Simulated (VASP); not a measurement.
Wanted: the native input for a VASP 6.6.1 run.

- Task: single point
- Functional: PBEsol
- Potentials or basis: VASP PAW PBE potentials, release 64 (Si, C)
- Cutoff: 600 eV
- k mesh: 14 × 14 × 14
- Occupations: gaussian, width 0.05 eV
- Spin: no spin polarisation
- Dipole correction: no
- Further INCAR settings: ALGO = Normal; EDIFF = 1e-06; NBANDS = 11

The structure of SiC lies in POSCAR:

```
SiC
1.0
    0.0000000000      2.1812226444      2.1812226444
    2.1812226444      0.0000000000      2.1812226444
    2.1812226444      2.1812226444      0.0000000000
Si C
1 1
Direct
    0.0000000000      0.0000000000      0.0000000000
    0.7500000000      0.7500000000      0.7500000000
```

These files were run (other wordings do the same):

INCAR

```
SYSTEM = SiC
PREC     = Accurate       ! precision mode
ENCUT    = 600            ! plane-wave cutoff, eV
EDIFF    = 1E-6           ! SCF threshold, eV
ISMEAR   = 0              ! smearing method
SIGMA    = 0.05           ! smearing width, eV
LREAL    = .False.        ! projectors in reciprocal space
LASPH    = .True.         ! aspherical terms in the spheres
NELM     = 120            ! most SCF steps
ALGO     = Normal         ! electronic algorithm
ISIF     = 2              ! what is computed and relaxed
LWAVE    = .False.        ! write WAVECAR
LCHARG   = .False.        ! write CHGCAR
GGA      = PS             ! functional
NBANDS   = 11             ! bands
GGA_COMPAT= .False.
```

KPOINTS

```
Automatic mesh
0
Gamma
  14 14 14
  0 0 0
```

Potentials or basis: VASP PAW PBE potentials, release 64 (Si, C).

Run with:

```bash
$ cat potpaw_PBE.64/Si/POTCAR potpaw_PBE.64/C/POTCAR > POTCAR
$ mpirun -np 1 vasp_std > vasp.out
```

Results of the run:

```yaml
Pressure: -0.6 GPa
Band_gap_on_the_k_mesh: 1.24 eV (least direct gap 4.44 eV)
```

Caveat: the PAW data sets were made with another functional, which shifts forces and pressure a little.

It took 60 s on 1 thread of Intel Xeon 8259CL, with other jobs on the host, peak memory 0.16 GiB.
